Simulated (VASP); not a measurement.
Input of a VASP 6.6.1 run:

INCAR

```
  ALGO = Normal
  EDIFF = 1E-7
  ENCUT = 520
  GGA = PS
  ISIF = 2
  ISMEAR = -1
  LASPH = T
  LCHARG = F
  LREAL = Auto
  LWAVE = F
  NBANDS = 48
  NELM = 100
  PREC = Accurate
  SIGMA = 0.02
```

The input KPOINTS:

```
k-points
0
Gamma
  2 2 2
```

POSCAR

```
Si
1.0
    0.0000000000      5.4300000000      5.4300000000
    5.4300000000      0.0000000000      5.4300000000
    5.4300000000      5.4300000000      0.0000000000
Si
17
Direct
    0.0012132559     -0.0004269216      0.0004521068
    0.1250949675      0.1246417966      0.1251140099
    0.0010591905     -0.0003622002      0.4987458284
    0.1228749950      0.1210654375      0.6279985552
    0.0006549083      0.4983807061      0.0004588657
    0.1226649691      0.6273978654      0.1218605633
   -0.0047183484      0.5011932068      0.5017642318
    0.1225147548      0.6274843824      0.6280939054
    0.4986403933     -0.0004787126      0.0007883478
    0.6286423477      0.1209112695      0.1218431503
    0.5030949246     -0.0077487026      0.5021826151
    0.6284674574      0.1210147773      0.6283633543
    0.5026632266      0.5012961846     -0.0065312591
    0.6280590655      0.6273018117      0.1222227013
    0.5024542358      0.5013636054      0.5023719920
    0.6265496334      0.6236039367      0.6247530393
    0.3766184732      0.3732908972      0.3748842227
```

Potentials or basis: VASP PAW PBE potentials, release 64 (Si).

Launch:

```sh
$ cat potpaw_PBE.64/Si/POTCAR > POTCAR
$ mpirun -np 1 vasp_std > vasp.out
```

(1) What does it give for the largest force?

(2) Predict the pressure.

(3) What does it give for the band gap on the k mesh?

Results:

(1) 0.039 eV/Å.

(2) 3.5 GPa.

(3) zero (band 34 reaches 6.81 eV, above the bottom of band 35 at 6.56 eV).

Caveat: the k points lie up to 0.50 Å⁻¹ apart; the PAW data sets were made with another functional, which shifts forces and pressure a little.
